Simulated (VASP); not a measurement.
Runs of VASP 6.6.1 on SnO2. The structure is that of space group P4_2/mnm (No. 136), or close to it. The cells are those of the table. 

| task | level | cell | cutoff (eV) | gap on the mesh (eV) | pressure (GPa) | largest force (eV/Å) |
| --- | --- | --- | --- | --- | --- | --- |
| single point | PBE | a = 4.827, b = 4.827, c = 3.238 Å, 6 atoms | 520 | (a) | 0.6 | 0.02 |
| single point | revPBE+D3(BJ) | a = 4.793, b = 4.793, c = 3.231 Å, 6 atoms | 520 | 0.88 | 0.6 | 0.02 |
| relaxation of cell and atoms | RPBE | relaxed from a = 4.738, b = 4.738, c = 3.187 Å, 6 atoms | 600 | 0.51 | 0.0 | - |
| single point | RPBE | a = 4.874, b = 4.874, c = 3.252 Å, 6 atoms | 520 | 0.54 | 0.6 | 0.02 |
| single point | r2SCAN | a = 4.760, b = 4.760, c = 3.201 Å, 6 atoms | 520 | (b) | 1.1 | 0.03 |

Alike in all rows: potentials or basis VASP PAW PBE potentials, release 64 (Sn_d, O); no spin polarisation; k mesh 6 × 6 × 8; smearing gaussian 0.01 eV.

Problem. Estimate the missing entries.

Solution. (a) 0.67; (b) 1.79.

Caveats: spin-orbit coupling is left out, which moves the levels of the heavy elements; the PAW data sets were made with another functional, which shifts forces and pressure a little (at least some runs).

A k mesh can miss the band edges, and the runs leave out spin-orbit coupling on Sn.
